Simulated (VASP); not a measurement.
A run of VASP 6.6.1 is set up as follows.

The input INCAR:

```
PREC     = Accurate       # precision mode
ENCUT    = 520            # plane-wave cutoff, eV
EDIFF    = 1E-6           # SCF threshold, eV
ISMEAR   = 0              # smearing method
SIGMA    = 0.02           # smearing width, eV
LREAL    = Auto         
LASPH    = True           # aspherical terms in the spheres
NELM     = 60             # most SCF steps
ALGO     = Normal         # electronic algorithm
ISIF     = 2              # what is computed and relaxed
LWAVE    = False          # write WAVECAR
LCHARG   = False          # write CHGCAR
GGA      = PS             # functional
NBANDS   = 53             # bands
```

The input KPOINTS:

```
regular mesh
0
Gamma
  2 2 2
```

The input POSCAR:

```
Si16Ge
1.0
    0.0000000000      5.4300000000      5.4300000000
    5.4300000000      0.0000000000      5.4300000000
    5.4300000000      5.4300000000      0.0000000000
Si Ge
16 1
Direct
   -0.0004633517      0.0007847145      0.0001081031
    0.1242552486      0.1247659300      0.1240668508
    0.0046696133      0.0059103131      0.4949810313
    0.1235128913      0.1255082873      0.6274480663
    0.0046047882      0.4957219153      0.0051697974
    0.1235025783      0.6281154696      0.1248259669
    0.0025003683      0.4978224678      0.4971395948
    0.1360142726      0.6237382136      0.6229221915
    0.4965746777      0.0037647330      0.0030492634
    0.6268783610      0.1247442910      0.1240853591
    0.4944601289      0.0058531308      0.4950382136
    0.6225105893      0.1370984346      0.6179774401
    0.4944108656      0.4956613260      0.0052270718
    0.6223555249      0.6186855433      0.1364317680
    0.4996104972      0.5007031308      0.5000366483
    0.6172872007      0.6236048803      0.6230542357
    0.7496464088      0.7506721915      0.7499963168
```

Potentials or basis: VASP PAW PBE potentials, release 64 (Si, Ge_d).

Launch:

```bash
$ cat potpaw_PBE.64/Si/POTCAR potpaw_PBE.64/Ge_d/POTCAR > POTCAR
$ mpirun -np 1 vasp_std > vasp.out
```

(1) What does it give for the pressure?

(2) Estimate the band gap on the k mesh.

(3) What does it give for the largest force?

Results:

(1) 4.7 GPa.

(2) zero (band 39 reaches 6.88 eV, above the bottom of band 40 at 6.54 eV).

(3) 0.008 eV/Å.

Caveat: the k points lie up to 0.50 Å⁻¹ apart; the PAW data sets were made with another functional, which shifts forces and pressure a little.
